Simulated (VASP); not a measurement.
Here is a VASP 6.6.1 calculation.

INCAR

```
  PREC = Accurate
  ENCUT = 520
  EDIFF = 1E-6
  ISMEAR = -1
  SIGMA = 0.05
  LREAL = False
  LASPH = True
  NELM = 100
  ALGO = Fast
  ISIF = 2
  LWAVE = False
  LCHARG = False
  GGA = PE
  NBANDS = 12
```

KPOINTS

```
regular mesh
0
Gamma
  10 10 10
```

Contents of POSCAR:

```
Ga
1.0
    2.6806350000     -0.0263540000      0.0481410000
   -0.0263540000      2.7441620000      0.0268250000
    0.0481410000      0.0268250000      2.7264290000
Ga
1
Direct
   -0.0051250000      0.0104450000     -0.0005950000
```

Potentials or basis: VASP PAW PBE potentials, release 64 (Ga_d).

Run with:

```console
$ cat potpaw_PBE.64/Ga_d/POTCAR > POTCAR
$ mpirun -np 1 vasp_std > vasp.out
```

(1) What does it give for the pressure?

## Answers

(1) 0.2 GPa.

Caveat: the cell differs from its parent crystal (the cell strained at random).
